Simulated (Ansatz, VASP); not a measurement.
# W: VASP beside Ansatz

POSCAR

```
W
1.0
   -1.5334080000      1.5334080000      1.6611920000
    1.5334080000     -1.5334080000      1.6611920000
    1.5334080000      1.5334080000     -1.6611920000
W
1
Direct
    0.0000000000      0.0000000000      0.0000000000
```

File INCAR.step1:

```
PREC = Accurate
ENCUT = 520
ISMEAR = 0
SIGMA = 0.15
LREAL = F
LASPH = T
NELM = 100
NBANDS = 13
GGA = PE
ALGO = Normal
EDIFF = 1E-4
LWAVE = T
LCHARG = F
```

Contents of INCAR.step2:

```
PREC = Accurate
ENCUT = 520
EDIFF = 1E-7
ISMEAR = 0
SIGMA = 0.15
LREAL = F
LASPH = T
NELM = 100
ALGO = Normal
ISIF = 2
LWAVE = F
LCHARG = T
METAGGA = R2SCAN
LMIXTAU = T
LELF = T
LVHAR = T
NBANDS = 13
ISTART = 1
```

File KPOINTS:

```
Automatic mesh
0
Gamma
  14 14 14
```

Input for Ansatz:

```yaml
crystal:
  lattice:
    - [-1.533408, 1.533408, 1.661192]
    - [1.533408, -1.533408, 1.661192]
    - [1.533408, 1.533408, -1.661192]
  atoms:
    - { symbol: W, position: [0.0, 0.0, 0.0] }
basis:
  ecutwfc: 500
kpoints:
  mp_grid: { grid: [14, 14, 14] }
hamiltonian:
  xc: r2scan
scf:
  occupations: { method: gaussian, width: 0.15 }
output:
  forces: true
  stress: true
  eigenvalues: true
```

Change from the starting cell: strain -0.040 along x and y, +0.040 along z, atoms carried along.

Alike in both runs: task single point; functional r2SCAN; k mesh 14 × 14 × 14; occupations gaussian, width 0.15 eV; no spin polarisation.

```csv
,VASP,Ansatz
version,VASP 6.6.1,Ansatz 0.2.0
potentials or method,"VASP PAW PBE potentials, release 64 (W_sv), cutoff 520 eV","scalar-relativistic, plane waves, PAW"
valence electrons in the cell,14,14
```

Ansatz gave:

| Property | Result |
| --- | --- |
| gap on the k mesh at the Fermi level (eV) | none |
| pressure (GPa) | 7.0 |
| traceless stress, the component that is largest in VASP (GPa) | -16.43 |

Q: What did VASP give for the same quantities?

A: gap on the k mesh at the Fermi level (eV): none; pressure (GPa): 8.4; traceless stress, the component that is largest in VASP (GPa): -16.31.

VASP's potentials were made for PBE, not for r2SCAN. A gap of «none» marks a metal or a gap that the smearing closes. The functional is the same, so the differences come from potentials, cutoffs and numerics.

Spin-orbit coupling is off throughout.
